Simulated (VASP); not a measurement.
Here is a VASP 6.6.1 calculation.

The input INCAR:

```
SYSTEM = ZnO
PREC = Accurate
ENCUT = 520
EDIFF = 1E-6
ISMEAR = -1
SIGMA = 0.02
LREAL = .FALSE.
LASPH = .TRUE.
NELM = 80
ALGO = Normal
ISIF = 2
LWAVE = .FALSE.
LCHARG = .FALSE.
GGA = PE
NBANDS = 16
```

File KPOINTS:

```
regular mesh
0
G
  10 10 10
  0 0 0
```

Contents of POSCAR:

```
ZnO
1.0
    0.0000000000      2.1337703864      2.1337703864
    2.0910949787      0.0000000000      2.1337703864
    2.0910949787      2.1337703864      0.0000000000
Zn O
1 1
Direct
    0.0000000000      0.0000000000      0.0000000000
    0.5000000000      0.5000000000      0.5000000000
```

Potentials or basis: VASP PAW PBE potentials, release 64 (Zn, O).

Launch:

```bash
$ cat potpaw_PBE.64/Zn/POTCAR potpaw_PBE.64/O/POTCAR > POTCAR
$ mpirun -np 1 vasp_std > vasp.out
```

(1) Estimate the pressure.

(2) Predict the band gap on the k mesh.

## Answers

(1) 13.6 GPa.

(2) 0.95 eV, indirect (least direct gap 2.46 eV).

Caveat: the cell differs from its parent crystal (uniaxial x strain -2.0%).
